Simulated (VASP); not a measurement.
# BaTiO3 (P4mm) in VASP: settings compared

The runs below take BaTiO3 through single point, with b88 exchange, pbe correlation.

Program: VASP 6.6.1. These are calculated values, not measurements. Logs are shortened: lines on timing, memory, paths and dates and some standing lists are left out, and cuts for length are marked.

### Step 1. The cell of the first run

It takes space group P4mm (No. 99, tetragonal). The conventional cell has a = 4.026 Å, b = 4.026 Å, c = 4.045 Å, α = 90.00°, β = 90.00°, γ = 90.00°. Within 3.7 Å of Ba (site symmetry 4mm) lie 12 O at 2.81 to 2.90 Å and 8 Ti at 3.47 to 3.52 Å. Within 2.5 Å of Ti (site symmetry 4mm) lie 6 O at 1.91 to 2.14 Å. O (site symmetry 2mm) has 2 Ti at 2.02 Å and 4 Ba at 2.81 to 2.90 Å and 8 O at 2.85 to 2.86 Å within 3.0 Å. Within 2.5 Å of O (site symmetry 4mm) lie 2 Ti at 1.91 to 2.14 Å.

### Step 2. Single point, b88 exchange, pbe correlation

File INCAR:

```
SYSTEM = BaTiO3
ALGO     = Normal         ! electronic algorithm
EDIFF    = 1E-6           ! SCF threshold, eV
ENCUT    = 600            ! plane-wave cutoff, eV
GGA      = LIBXC          ! functional
GGA_COMPAT= .False.      
ISIF     = 2              ! what is computed and relaxed
ISMEAR   = -1             ! smearing method
LASPH    = .True.         ! aspherical terms in the spheres
LCHARG   = .True.         ! write CHGCAR
LELF     = .True.         ! ELF
LIBXC1   = GGA_X_B88    
LIBXC2   = GGA_C_PBE    
LREAL    = .False.        ! projectors in reciprocal space
LVHAR    = .True.       
LWAVE    = .False.        ! write WAVECAR
NBANDS   = 28             ! bands
NELM     = 120            ! most SCF steps
PREC     = Accurate       ! precision mode
SIGMA    = 0.05           ! smearing width, eV
```

File KPOINTS:

```
k-points
0
Gamma
  7 7 7
  0 0 0
```

File POSCAR:

```
BaTiO3
1.0
    4.0262895137      0.0000000000      0.0000000000
    0.0000000000      4.0262895137      0.0000000000
    0.0000000000      0.0000000000      4.0446100470
Ba Ti O
1 1 3
Direct
    0.0000000000      0.0000000000      0.0000000000
    0.5000000000      0.5000000000      0.4900000000
    0.0000000000      0.5000000000      0.5170000000
    0.5000000000      0.0000000000      0.5170000000
    0.5000000000      0.5000000000      0.0190000000
```

Potentials or basis: VASP PAW PBE potentials, release 64 (Ba_sv, Ti_sv, O).

The run is started by

```bash
$ cat potpaw_PBE.64/Ba_sv/POTCAR potpaw_PBE.64/Ti_sv/POTCAR potpaw_PBE.64/O/POTCAR > POTCAR
$ mpirun -np 1 vasp_std > vasp.out
```

OUTCAR:

```text
SYSTEM = BaTiO3
   EDIFF = 1E-6
   ENCUT = 600
   GGA = LIBXC
   ISIF = 2
   ISMEAR = -1
   LASPH = .True.
   LREAL = .False.
   NELM = 120
   PREC = Accurate

 ion  position               nearest neighbor table
   1  0.000  0.000  0.000-   3 2.81   4 2.81   3 2.81   4 2.81   5 2.85   5 2.85   5 2.85   5 2.85
                             4 2.90   3 2.90   4 2.90   3 2.90   2 3.47   2 3.47   2 3.47   2 3.47
   2  0.500  0.500  0.490-   5 1.91   4 2.02   3 2.02   4 2.02   3 2.02   5 2.14   1 3.47   1 3.47
                             1 3.47   1 3.47   1 3.52   1 3.52   1 3.52   1 3.52
   3  0.000  0.500  0.517-   2 2.02   2 2.02   1 2.81   1 2.81   1 2.90   1 2.90
   4  0.500  0.000  0.517-   2 2.02   2 2.02   1 2.81   1 2.81   1 2.90   1 2.90
   5  0.500  0.500  0.019-   2 1.91   2 2.14   1 2.85   1 2.85   1 2.85   1 2.85

  LATTYP: Found a simple tetragonal cell.
 ALAT       =     4.0262895137
 C/A-ratio  =     1.0045502275

  Lattice vectors:

 A1 = (   4.0262895137,   0.0000000000,   0.0000000000)
 A2 = (   0.0000000000,   4.0262895137,   0.0000000000)
 A3 = (   0.0000000000,   0.0000000000,   4.0446100470)

Analysis of symmetry for initial positions (statically):
=====================================================================
 Subroutine PRICEL returns:
 Original cell was already a primitive cell.

 Routine SETGRP: Setting up the symmetry group for a
 simple tetragonal supercell.

 Subroutine GETGRP returns: Found  8 space group operations
 (whereof  8 operations were pure point group operations)
 out of a pool of 16 trial point group operations.

The static configuration has the point symmetry C_4v.

Analysis of symmetry for dynamics (positions and initial velocities):
=====================================================================
 Subroutine PRICEL returns:
 Original cell was already a primitive cell.

 Routine SETGRP: Setting up the symmetry group for a
 simple tetragonal supercell.

 Subroutine GETGRP returns: Found  8 space group operations
 (whereof  8 operations were pure point group operations)
 out of a pool of 16 trial point group operations.

The dynamic configuration has the point symmetry C_4v.

 Subroutine INISYM returns: Found  8 space group operations
 (whereof  8 operations are pure point group operations),
 and found     1 'primitive' translations

----------------------------------------------------------------------------------------

                                     Primitive cell

  volume of cell :      65.5672

  direct lattice vectors                    reciprocal lattice vectors
     4.026289514  0.000000000  0.000000000     0.248367634  0.000000000  0.000000000
     0.000000000  4.026289514  0.000000000     0.000000000  0.248367634  0.000000000
     0.000000000  0.000000000  4.044610047     0.000000000  0.000000000  0.247242624

  length of vectors
     4.026289514  4.026289514  4.044610047     0.248367634  0.248367634  0.247242624

  position of ions in fractional coordinates (direct lattice)
     0.000000000  0.000000000  0.000000000
     0.500000000  0.500000000  0.490000000
     0.000000000  0.500000000  0.517000000
     0.500000000  0.000000000  0.517000000
     0.500000000  0.500000000  0.019000000

  ion indices of the primitive-cell ions
   primitive index   ion index
                 1           1
                 2           2
                 3           3
                 4           4
                 5           5

----------------------------------------------------------------------------------------

 KPOINTS: k-points

Automatic generation of k-mesh.
 Grid dimensions read from file:
 generate k-points for:    7    7    7

 Generating k-lattice:

  Cartesian coordinates                     Fractional coordinates (reciprocal lattice)
     0.035481091  0.000000000  0.000000000     0.142857143  0.000000000  0.000000000
     0.000000000  0.035481091  0.000000000     0.000000000  0.142857143  0.000000000
     0.000000000  0.000000000  0.035320375     0.000000000  0.000000000  0.142857143

  Length of vectors
     0.035481091  0.035481091  0.035320375

  Shift w.r.t. Gamma in fractional coordinates (k-lattice)
     0.000000000  0.000000000  0.000000000

 Subroutine IBZKPT returns following result:
 ===========================================

 Found     40 irreducible k-points:

 Following reciprocal coordinates:
            Coordinates               Weight
  0.000000  0.000000  0.000000      1.000000
  0.142857  0.000000  0.000000      4.000000
  0.285714  0.000000  0.000000      4.000000
  0.428571  0.000000  0.000000      4.000000
  0.142857  0.142857  0.000000      4.000000
  0.285714  0.142857  0.000000      8.000000
[... 16 lines left out ...]
  0.285714  0.000000  0.285714      8.000000
  0.428571  0.000000  0.285714      8.000000
 [... further k-points ...]
   k-points           NKPTS =     40   k-points in BZ     NKDIM =     40   number of bands    NBANDS=     28
   number of dos      NEDOS =    301   number of ions     NIONS =      5
   total plane-waves  NPLWV =  32768
   dimension x,y,z NGX =    32 NGY =   32 NGZ =   32
   dimension x,y,z NGXF=    64 NGYF=   64 NGZF=   64
   ions per type =               1   1   3
   NGX,Y,Z   is equivalent  to a cutoff of  13.21, 13.21, 13.15 a.u.
   NGXF,Y,Z  is equivalent  to a cutoff of  26.43, 26.43, 26.31 a.u.
 SYSTEM =  BaTiO3
   PREC   = accura    normal or accurate (medium, high low for compatibility)
   ISTART =      0    job   : 0-new  1-cont  2-samecut
   ICHARG =      2    charge: 1-file 2-atom 10-const
   ISPIN  =      1    spin polarized calculation?
   LNONCOLLINEAR =      F non collinear calculations
   LSORBIT =      F    spin-orbit coupling
   LASPH  =      T    aspherical Exc in radial PAW
   ENCUT  =  600.0 eV  44.10 Ry    6.64 a.u.   8.04  8.04  8.08*2*pi/ulx,y,z
   NELM   =    120;   NELMIN=  2; NELMDL= -5     # of ELM steps
   EDIFF  = 0.1E-05   stopping-criterion for ELM
   LREAL  =      F    real-space projection
   EDIFFG = 0.1E-04   stopping-criterion for IOM
   NSW    =      0    number of steps for IOM
   IBRION =     -1    ionic relax: 0-MD 1-quasi-New 2-CG
   NFREE  =      0    steps in history (QN), initial steepest desc. (CG)
   ISIF   =      2    stress and relaxation
   ISYM   =      2    0-nonsym 1-usesym 2-fastsym
   POTIM  = 0.5000    time-step for ionic-motion
   TEBEG  =    0.0;   TEEND  =   0.0 temperature during run
   PSTRESS=    0.0 pullay stress
   NELECT =      40.0000    total number of electrons
   NUPDOWN=      -1.0000    fix difference up-down
   EMIN   =  10.00;   EMAX   =-10.00  energy-range for DOS
   EFERMI =   0.00;   METHOD = LEGACY
   ISMEAR =    -1;   SIGMA  =   0.05  broadening in eV -4-tet -1-fermi 0-gaus
   EFERMI_NEDOS =   21; number of points for ismear=-14 and -15
   IALGO  =     38    algorithm
   IMIX   =      4    mixing-type and parameters
     AMIX     =   0.40;   BMIX     =  1.00
     AMIX_MAG =   1.60;   BMIX_MAG =  1.00
  volume/ion in A,a.u.               =      13.11        88.49
  Fermi-wavevector in a.u.,A,eV,Ry     =   1.388458  2.623804 26.229507  1.927814
  Thomas-Fermi vector in A             =   2.512582
   LORBIT       =      0    0 simple, 1 ext, 2 COOP (PROOUT), +10 PAW based schemes
   GGA     = LIBXC    functional components
   LHFCALC =     F    Hartree Fock is set to
   AEXX    =    0.0000 exact exchange contribution
   IVDW    =     0    specifies the selected vdW correction
   LEPSILON=     F    determine dielectric tensor
   LRPA    =     F    only Hartree local field effects (RPA)
 non-spin polarized calculation
  energy-cutoff  :      600.00
  volume of cell :       65.57
 maximum number of plane-waves:      2229
   NGX = 17   NGY = 17   NGZ = 17

 number of electron      40.0000007 magnetization

 Free energy of the ion-electron system (eV)
  ---------------------------------------------------
  ext. energy  EPLUGINS =         0.00000000
  ---------------------------------------------------
  free energy    TOTEN  =       -39.39511051 eV

  energy without entropy =      -39.39511051  energy(sigma->0) =      -39.39511051

 E-fermi :   4.5061     XC(G=0): -11.1758

 val. band max:        3.5407277568   @ k =   0.4286   0.4286   0.4286
 cond. band min:       5.3669847160   @ k =   0.0000   0.0000   0.0000
 fundamental gap:      1.8262569592
 Fermi energy:         4.5061427861

 k-point     1 :       0.0000    0.0000    0.0000
  band No.  band energies     occupation
      1     -53.0386      2.00000
      2     -29.2873      2.00000
      3     -29.2594      2.00000
      4     -29.2594      2.00000
      5     -21.2915      2.00000
      6     -13.2382      2.00000
[... 20 lines left out ...]
     27       8.6842      0.00000
     28      10.7363      0.00000

 k-point     2 :       0.1429    0.0000    0.0000
  band No.  band energies     occupation
      1     -53.0385      2.00000
      2     -29.2870      2.00000
      3     -29.2684      2.00000
      4     -29.2591      2.00000
      5     -21.2719      2.00000
      6     -13.2496      2.00000
[... 20 lines left out ...]
     27       9.0530      0.00000
     28      11.2141      0.00000

 k-point     3 :       0.2857    0.0000    0.0000
  band No.  band energies     occupation
      1     -53.0381      2.00000
      2     -29.2885      2.00000
      3     -29.2861      2.00000
      4     -29.2583      2.00000
      5     -21.2272      2.00000
      6     -13.3284      2.00000
[... 20 lines left out ...]
     27       9.9965      0.00000
     28      11.8485      0.00000

 k-point     4 :       0.4286    0.0000    0.0000
  band No.  band energies     occupation
      1     -53.0378      2.00000
      2     -29.3043      2.00000
      3     -29.2856      2.00000
      4     -29.2577      2.00000
      5     -21.1906      2.00000
      6     -13.4235      2.00000
[... 20 lines left out ...]
     27      10.9359      0.00000
     28      11.7496      0.00000

 k-point     5 :       0.1429    0.1429    0.0000
  band No.  band energies     occupation
      1     -53.0383      2.00000
      2     -29.2866      2.00000
      3     -29.2682      2.00000
      4     -29.2678      2.00000
      5     -21.2535      2.00000
      6     -13.2405      2.00000
[... 20 lines left out ...]
     27       9.3862      0.00000
     28      11.4726      0.00000

 k-point     6 :       0.2857    0.1429    0.0000
  band No.  band energies     occupation
      1     -53.0379      2.00000
      2     -29.2881      2.00000
      3     -29.2857      2.00000
      4     -29.2671      2.00000
      5     -21.2116      2.00000
      6     -13.2741      2.00000
[... 463 lines left out ...]
      5     -21.2296      2.00000
      6     -13.2980      2.00000
[... 20 lines left out ...]
     27      10.0088      0.00000
     28      11.8438      0.00000

 k-point    22 :       0.1429    0.0000    0.2857
  band No.  band energies     occupation
      1     -53.0380      2.00000
      2     -29.3146      2.00000
      3     -29.2672      2.00000
      4     -29.2580      2.00000
      5     -21.2139      2.00000
      6     -13.2411      2.00000
[... 20 lines left out ...]
     27      10.3715      0.00000
     28      12.0983      0.00000

 k-point    23 :       0.2857    0.0000    0.2857
  band No.  band energies     occupation
      1     -53.0376      2.00000
      2     -29.3136      2.00000
      3     -29.2869      2.00000
      4     -29.2573      2.00000
      5     -21.1783      2.00000
      6     -13.1459      2.00000
[... 20 lines left out ...]
     27      11.3424      0.00000
     28      12.0398      0.00000

 k-point    24 :       0.4286    0.0000    0.2857
  band No.  band energies     occupation
      1     -53.0373      2.00000
      2     -29.3127      2.00000
      3     -29.3026      2.00000
      4     -29.2567      2.00000
      5     -21.1492      2.00000
      6     -13.1216      2.00000
[... 20 lines left out ...]
     27      11.9056      0.00000
     28      12.3741      0.00000

 [... further k-points ...]

------------------------ aborting loop because EDIFF is reached ----------------------------------------

  FORCE on cell =-STRESS in cart. coord.  units (eV):
  Direction    XX          YY          ZZ          XY          YZ          ZX
  --------------------------------------------------------------------------------------
  -------------------------------------------------------------------------------------
  Total       -0.0136889     -0.0136889      0.3360228      0.0000000      0.0000000      0.0000000
  in kB       -0.3344982     -0.3344982      8.2109371      0.0000000      0.0000000      0.0000000
  external PRESSURE =       2.5139802 kB  Pullay stress =       0.0000000 kB

 VOLUME and BASIS-vectors are now :
 -----------------------------------------------------------------------------
  energy-cutoff  :      600.00
  volume of cell :       65.57
      direct lattice vectors                 reciprocal lattice vectors
     4.026289514  0.000000000  0.000000000     0.248367634  0.000000000  0.000000000
     0.000000000  4.026289514  0.000000000     0.000000000  0.248367634  0.000000000
     0.000000000  0.000000000  4.044610047     0.000000000  0.000000000  0.247242624

 POSITION                                       TOTAL-FORCE (eV/Angst)
 -----------------------------------------------------------------------------------
      0.00000      0.00000      0.00000         0.000000      0.000000      0.052820
      2.01314      2.01314      1.98186        -0.000000     -0.000000     -0.214833
      0.00000      2.01314      2.09106         0.000000      0.000000     -0.122976
      2.01314      0.00000      2.09106         0.000000      0.000000     -0.122976
      2.01314      2.01314      0.07685         0.000000     -0.000000      0.407966
 -----------------------------------------------------------------------------------
    total drift:                                0.000000     -0.000000     -0.000204

  FREE ENERGIE OF THE ION-ELECTRON SYSTEM (eV)
  ---------------------------------------------------
  free  energy   TOTEN  =       -39.3951105104 eV

  energy  without entropy=      -39.3951105093  energy(sigma->0) =      -39.39511051
```

Run time: 47 s. Hardware: 1 thread of AMD EPYC 9R45 (Zen 5), shared host; peak memory 0.21 GiB.

Results:

```yaml
Free_energy: -39.3951 eV
Pressure: 0.3 GPa
Largest_force: 0.408 eV/Å
Band_gap_on_the_k_mesh: 1.83 eV (least direct gap 2.04 eV)
```

Forces in eV/Å, atoms in the order of the input:
```
Ba   0.000  0.000  0.053
Ti   0.000  0.000 -0.215
O    0.000  0.000 -0.123
O    0.000  0.000 -0.123
O    0.000  0.000  0.408
```

Caveat: the PAW data sets were made with another functional, which shifts forces and pressure a little; spin-orbit coupling is left out, which moves the levels of the heavy elements. A k mesh can miss the band edges.

### Step 3. Single point, b88 exchange, pbe correlation

This run uses another cell than the first one, of 13.37 Å³/atom.

File INCAR:

```
PREC = Accurate
ENCUT = 600
EDIFF = 1E-6
ISMEAR = -1
SIGMA = 0.05
LREAL = False
LASPH = True
NELM = 120
ALGO = Normal
ISIF = 2
LWAVE = False
LCHARG = False
GGA = LIBXC
LIBXC1 = GGA_X_B88
LIBXC2 = GGA_C_PBE
NBANDS = 28
GGA_COMPAT = False
```

File KPOINTS:

```
Automatic mesh
0
Gamma
  7 7 7
```

Edit POSCAR of step 2 so:

```diff
@@ -2,5 +2,5 @@
 1.0
-    4.0262895137      0.0000000000      0.0000000000
-    0.0000000000      4.0262895137      0.0000000000
-    0.0000000000      0.0000000000      4.0446100470
+    4.0524349834      0.0000000000      0.0000000000
+    0.0000000000      4.0524349834      0.0000000000
+    0.0000000000      0.0000000000      4.0708744845
 Ba Ti O
```

Potentials or basis: VASP PAW PBE potentials, release 64 (Ba_sv, Ti_sv, O).

The run is started by

```bash
$ cat potpaw_PBE.64/Ba_sv/POTCAR potpaw_PBE.64/Ti_sv/POTCAR potpaw_PBE.64/O/POTCAR > POTCAR
$ mpirun -np 1 vasp_std > vasp.out
```

Run time: 56 s. Hardware: 1 thread of AMD EPYC 9R45 (Zen 5), shared host; peak memory 0.21 GiB.

It converged, with:

```
Free energy            : -39.3874 eV
Pressure               : -2.8 GPa
Largest force          : 0.520 eV/Å
Band gap on the k mesh : 1.78 eV (least direct gap 2.01 eV)
```

Forces in eV/Å, atoms in the order of the input:
```
Ba   0.000  0.000  0.035
Ti   0.000  0.000 -0.302
O    0.000  0.000 -0.127
O    0.000  0.000 -0.127
O    0.000  0.000  0.520
```

Stress tensor (GPa, compression positive):
```
-3.04  0.00  0.00
 0.00 -3.04  0.00
 0.00  0.00 -2.25
```

Levels at points of the mesh, in eV from the valence-band top:
```
           k point  band 16  band 17  band 18  band 19  band 20  band 21  band 22  band 23  band 24  band 25
(0.00, 0.00, 0.00)    -1.07    -0.98    -0.25    -0.22    -0.22     1.78     1.99     1.99     3.78     3.88
```

Caveat: the PAW data sets were made with another functional, which shifts forces and pressure a little; spin-orbit coupling is left out, which moves the levels of the heavy elements. A k mesh can miss the band edges.

### Step 4. Single point, b88 exchange, pbe correlation

This run uses another cell than the first one, of 13.63 Å³/atom.

INCAR is that of step 3.

File KPOINTS:

```
regular mesh
0
Gamma
  7 7 7
```

Edit POSCAR of step 3 so:

```diff
@@ -2,5 +2,5 @@
 1.0
-    4.0524349834      0.0000000000      0.0000000000
-    0.0000000000      4.0524349834      0.0000000000
-    0.0000000000      0.0000000000      4.0708744845
+    4.0782473671      0.0000000000      0.0000000000
+    0.0000000000      4.0782473671      0.0000000000
+    0.0000000000      0.0000000000      4.0968043205
 Ba Ti O
```

The run is started by

```bash
$ cat potpaw_PBE.64/Ba_sv/POTCAR potpaw_PBE.64/Ti_sv/POTCAR potpaw_PBE.64/O/POTCAR > POTCAR
$ mpirun -np 1 vasp_std > vasp.out
```

It took 71 s on 1 thread of AMD EPYC 9R45 (Zen 5), shared host; peak memory 0.23 GiB.

Results (log left out):

| Quantity | Value |
| --- | --- |
| Free energy | -39.3566 eV |
| Pressure | -5.5 GPa |
| Largest force | 0.625 eV/Å |
| Band gap on the k mesh | 1.74 eV (least direct gap 1.98 eV) |

Forces in eV/Å, atoms in the order of the input:
```
Ba   0.000  0.000  0.019
Ti   0.000  0.000 -0.384
O    0.000  0.000 -0.130
O    0.000  0.000 -0.130
O    0.000  0.000  0.625
```

Stress tensor (GPa, compression positive):
```
-5.71  0.00  0.00
 0.00 -5.71  0.00
 0.00  0.00 -4.99
```

Levels at points of the mesh, in eV from the valence-band top:
```csv
k point,band 17,band 18,band 19,band 20,band 21,band 22,band 23,band 24
"(0.00, 0.00, 0.00)",-0.95,-0.26,-0.24,-0.24,1.74,1.94,1.94,3.65
```

Caveat: the cell stands under tension; the PAW data sets were made with another functional, which shifts forces and pressure a little; spin-orbit coupling is left out, which moves the levels of the heavy elements.

### Step 5. Summary

| cell | gap on the mesh (eV) | pressure (GPa) | largest force (eV/Å) |
| --- | --- | --- | --- |
| a = 4.026, b = 4.026, c = 4.045 Å, 5 atoms | 1.83 | 0.3 | 0.41 |
| a = 4.052, b = 4.052, c = 4.071 Å, 5 atoms | 1.78 | -2.8 | 0.52 |
| a = 4.078, b = 4.078, c = 4.097 Å, 5 atoms | 1.74 | -5.5 | 0.62 |

Alike in all rows: task single point; level b88 exchange, pbe correlation; potentials or basis VASP PAW PBE potentials, release 64 (Ba_sv, Ti_sv, O); no spin polarisation; k mesh 7 × 7 × 7; cutoff (eV) 600; smearing fermi-dirac 0.05 eV.

Caveats: the PAW data sets were made with another functional, which shifts forces and pressure a little; spin-orbit coupling is left out, which moves the levels of the heavy elements; the cell stands under tension (at least some runs).

Absolute energies hang on the potentials; compare differences alone.
